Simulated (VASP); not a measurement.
Input of a VASP 6.6.1 run:

Contents of POSCAR:

```
Mo
1.0
   -1.5570416081      1.5570416081      1.5570416081
    1.5570416081     -1.5570416081      1.5570416081
    1.5570416081      1.5570416081     -1.5570416081
Mo
1
Direct
    0.0000000000      0.0000000000      0.0000000000
```

Contents of INCAR.step1:

```
SYSTEM = Mo
PREC = Accurate
ENCUT = 600
ISMEAR = 0
SIGMA = 0.1
LREAL = .FALSE.
LASPH = .TRUE.
NELM = 80
GGA = PE
ALGO = Normal
EDIFF = 1E-4
LWAVE = .TRUE.
LCHARG = .FALSE.
```

INCAR.step2

```
SYSTEM = Mo
PREC = Accurate
ENCUT = 600
EDIFF = 1E-7
ISMEAR = 0
SIGMA = 0.1
LREAL = .FALSE.
LASPH = .TRUE.
NELM = 80
ALGO = Normal
ISIF = 3
LWAVE = .FALSE.
LCHARG = .FALSE.
METAGGA = R2SCAN
LMIXTAU = .TRUE.
IBRION = 2
NSW = 70
EDIFFG = -0.008
PSTRESS = 100.0
ISTART = 1
```

The input KPOINTS:

```
Automatic mesh
0
G
  18 18 18
  0 0 0
```

Potentials or basis: VASP PAW PBE potentials, release 64 (Mo_sv).

Run with:

```sh
$ cat potpaw_PBE.64/Mo_sv/POTCAR > POTCAR
$ cp INCAR.step1 INCAR
$ mpirun -np 1 vasp_std > vasp.out
$ cp INCAR.step2 INCAR
$ mpirun -np 1 vasp_std > vasp.out
```

Task: Estimate the space group after relaxing (to 0.1 Å).

Result: Im-3m (No. 229).

Task: What does it give for the relaxed volume?

Result: 15.17 Å³/atom.

Final structure:
```xyz
1
Lattice="-1.5593 1.5593 1.5593 1.5593 -1.5593 1.5593 1.5593 1.5593 -1.5593" Properties=species:S:1:pos:R:3 pbc="T T T"
Mo    0.0000    0.0000    0.0000
```

Caveat: the cell is relaxed towards a set pressure, so the run minimises the enthalpy, not the energy; the PAW data sets were made with another functional, which shifts forces and pressure a little.
